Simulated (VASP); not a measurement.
The system is HfBr2F2.

```
Hf Br F
1.0
     7.75311    0.00000    0.00000
     0.00000    7.75311    0.00000
     0.00000    0.00000    4.08265
Hf Br F
2 4 4
Direct
  0.00000 0.00000 0.00000
  0.50000 0.50000 0.00000
  0.33382 0.83382 0.50000
  0.83382 0.66618 0.50000
  0.16618 0.33382 0.50000
  0.66618 0.16618 0.50000
  0.36607 0.13393 0.00000
  0.86607 0.36607 0.00000
  0.13393 0.63393 0.00000
  0.63393 0.86607 0.00000
```

The cell was built from a structure type or drawn by symmetry, and may not be a known phase.

```yaml
Program: VASP 6.6.1
Task: relaxation of cell and atoms
Functional: PBE
Potentials_or_basis: VASP PAW PBE potentials, release 64 (Hf_pv, Br, F)
Cutoff: 600 eV
k_mesh: 2 × 2 × 4
Occupations: gaussian, width 0.1 eV
Spin: no spin polarisation
```

At the start: pressure -14.9 GPa; volume 24.54 Å³/atom.

Question: Where does the relaxation end?

Answer: Over 20 steps the energy falls by 1312.7 meV/atom and the volume is 17.58 Å³/atom (-28.4 %); space group P4/mbm (No. 127, to 0.1 Å) before and after.

Step by step:
| step | energy change (eV) | largest force (eV/Å) | pressure (GPa) | volume (Å³) |
| --- | --- | --- | --- | --- |
| 1 | 0.0000 | 0.9837 | -14.88 | 245.41 |
| 2 | -7.7542 | 0.9241 | -6.32 | 172.35 |
| 3 | -8.6313 | 0.7592 | 4.10 | 153.72 |
| 4 | -8.6495 | 0.7213 | 6.34 | 150.93 |
| 5 | -10.9272 | 0.7502 | 11.56 | 146.50 |
| 6 | -8.3791 | 0.8743 | 40.57 | 134.88 |
| 7 | -11.2648 | 0.8372 | 15.56 | 143.97 |
| 8 | -11.2133 | 0.8657 | 19.38 | 142.06 |
| 9 | -12.4798 | 0.7456 | 6.08 | 160.14 |
| 10 | -12.5342 | 0.7855 | 3.24 | 165.90 |
| 11 | -12.8277 | 0.7484 | 0.20 | 169.14 |
| 12 | -12.8817 | 0.7071 | -1.39 | 171.15 |
| 13 | -12.9515 | 0.5230 | -0.12 | 169.39 |
| 14 | -12.9875 | 0.2605 | 1.86 | 166.89 |
| 15 | -13.0471 | 0.1915 | 1.09 | 169.38 |
| 16 | -13.1121 | 0.1297 | -0.58 | 175.38 |
| 17 | -13.1135 | 0.1296 | -0.82 | 176.33 |
| 18 | -13.1221 | 0.0581 | 0.71 | 174.93 |
| 19 | -13.1258 | 0.0841 | 0.16 | 175.42 |
| 20 | -13.1272 | 0.0356 | -0.03 | 175.82 |

Final structure:
```xyz
10
Lattice="5.9008 0.0000 0.0000 0.0000 5.9008 0.0000 0.0000 0.0000 5.0496" Properties=species:S:1:pos:R:3 pbc="T T T"
Hf    0.0000    0.0000    0.0000
Hf    2.9504    2.9504    0.0000
Br    1.8976    4.8480    2.5248
Br    4.8480    4.0031    2.5248
Br    1.0528    1.8976    2.5248
Br    4.0031    1.0528    2.5248
F     1.8579    1.0925    0.0000
F     4.8082    1.8579    0.0000
F     1.0925    4.0429    0.0000
F     4.0429    4.8082    5.0496
```

Caveat: the k points lie up to 0.53 Å⁻¹ apart in the final cell; the volume moved by over 15 % at a fixed basis, so the end points are rough.
